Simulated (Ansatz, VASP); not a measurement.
# One calculation of ZnS, two programs

INCAR

```
SYSTEM = ZnS
  ALGO = Normal
  EDIFF = 1E-6
  EDIFFG = -0.005
  ENCUT = 600
  GGA = PE
  IBRION = 2
  ISIF = 3
  ISMEAR = -1
  LASPH = .TRUE.
  LCHARG = .FALSE.
  LREAL = .FALSE.
  LWAVE = .FALSE.
  NELM = 60
  NSW = 60
  PREC = Accurate
  SIGMA = 0.08
```

The input KPOINTS:

```
k-points
0
G
  14 14 14
  0 0 0
```

The input POSCAR:

```
ZnS
1.0
    0.0000000000      2.6855547637      2.6855547637
    2.6855547637      0.0000000000      2.6855547637
    2.6855547637      2.6855547637      0.0000000000
Zn S
1 1
Direct
    0.0000000000      0.0000000000      0.0000000000
    0.2500000000      0.2500000000      0.2500000000
```

Input for Ansatz:

```yaml
crystal:
  lattice:
    - [0.0, 2.6855547637, 2.6855547637]
    - [2.6855547637, 0.0, 2.6855547637]
    - [2.6855547637, 2.6855547637, 0.0]
  atoms:
    - { symbol: Zn, position: [0.0, 0.0, 0.0] }
    - { symbol: S, position: [0.25, 0.25, 0.25] }
kpoints:
  mp_grid: { grid: [14, 14, 14] }
scf:
  occupations: { method: fermi_dirac, width: 0.08 }
hamiltonian:
  xc: pbe
  pseudopotentials: { kind: paw }
output:
  forces: true
  stress: true
relax:
  f_tol: 0.005
  max_steps: 40
  cell: {}
```

Alike in both runs: task relaxation of cell and atoms; functional PBE; k mesh 14 × 14 × 14; occupations fermi-dirac, width 0.08 eV; no spin polarisation.

|  | VASP | Ansatz |
| --- | --- | --- |
| version | VASP 6.6.1 | Ansatz 0.2.0 |
| potentials or method | VASP PAW PBE potentials, release 64 (Zn, S) | PAW with Ansatz's default frozen-core files, scalar-relativistic |
| plane-wave cutoff (eV) | 600 | 420 |
| valence electrons in the cell | 18 | 18 |

```tsv
	VASP	Ansatz	Ansatz less VASP
relaxed volume (Å³/atom)	20.22	20.16	-0.058
relaxed cell length with the largest relative difference (Å)	3.853	3.849	-0.0037
```
